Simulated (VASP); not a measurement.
A run of VASP 6.6.1 is set up as follows.

The input INCAR:

```
SYSTEM = Mg3Zn7S10
  ALGO = Normal
  EDIFF = 1E-7
  EDIFFG = -0.04
  ENCUT = 500
  GGA = PE
  GGA_COMPAT = .False.
  IBRION = 2
  ISIF = 3
  ISMEAR = 0
  ISYM = -1
  LASPH = .True.
  LCHARG = .False.
  LREAL = Auto
  LWAVE = .False.
  NELM = 120
  NELMIN = 4
  NSW = 70
  PREC = Accurate
  SIGMA = 0.1
```

KPOINTS

```
explicit points
2
Reciprocal
  0.25000000   0.25000000   0.00000000 2
  0.25000000   0.75000000   0.00000000 2
```

POSCAR

```
Mg3Zn7S10
1.0
    0.0000000000      0.0000000000      6.1559854200
    0.0000000000      6.5817774600      0.0000000000
   -9.4999775000     -3.2908887300      0.0000000000
Mg S Zn
3 10 7
Direct
    0.0019291005      0.3355028135      0.9995104837
    0.5010335319      0.2662630919      0.1974222339
    0.5025108422      0.6637965081      0.9957438128
    0.3750477899      0.7313431123      0.7969585977
    0.3786961377      0.5349881632      0.4019939069
    0.3801872716      0.1293062168      0.6001092719
    0.3758105674      0.3316323778      0.0000137182
    0.3821608158      0.9245672717      0.1965859182
    0.8788137255      0.4681459035      0.6004215417
    0.8761828693      0.2717176004      0.1981901476
    0.8787800032      0.8731083380      0.4036481052
    0.8772479234      0.0666656688      0.7977374449
    0.8842501596      0.6682071516      0.9990989163
    0.0003995143      0.7312062077      0.7984673319
    0.9998834311      0.5334373453      0.3969065602
    0.0049148847      0.1370396515      0.6018476725
    0.9986828336      0.9278210739      0.1973510534
    0.4973608836      0.4645090312      0.5993707941
    0.4979986835      0.8677952618      0.4057101998
    0.4988377630      0.0612574582      0.7989799152
```

Potentials or basis: VASP PAW PBE potentials, release 64 (Mg, S, Zn).

Run with:

```bash
$ cat potpaw_PBE.64/Mg/POTCAR potpaw_PBE.64/S/POTCAR potpaw_PBE.64/Zn/POTCAR > POTCAR
$ mpirun -np 1 vasp_std > vasp.out
```

Q: Estimate the band gap on the k mesh.

A: 3.98 eV.

Q: What does it give for the relaxed volume?

A: 21.03 Å³/atom.

Final structure:
```
Mg S Zn
1.0
    -0.00014   -0.00103    6.36264
    -0.03508    6.73974   -0.00107
    -9.78922   -3.31923    0.00074
Mg S Zn
3 10 7
Cartesian
  -9.7734 -1.0833 0.0052
  -2.0116 1.1134 3.1797
  -9.7804 1.1892 3.1866
  -7.7632 2.3067 2.3736
  -3.9986 2.3000 2.3744
  -5.8566 -1.0731 2.3846
  -9.7203 -1.1407 2.4572
  -2.0577 5.5506 2.3741
  -5.8885 1.1374 5.5641
  -2.0476 1.1221 5.6370
  -3.9615 4.5116 5.5653
  -7.7428 -2.2235 5.5591
  -9.8027 1.2662 5.6431
  -7.7956 2.2981 0.0092
  -3.9818 2.2824 0.0100
  -5.8429 -1.0889 0.0144
  -2.0316 5.6170 0.0150
  -5.8773 1.1518 3.1917
  -4.0001 4.5094 3.1940
  -7.7516 -2.2215 3.1922
```

Caveat: a shifted mesh leaves out Γ, where band edges can lie. A k mesh can miss the band edges.
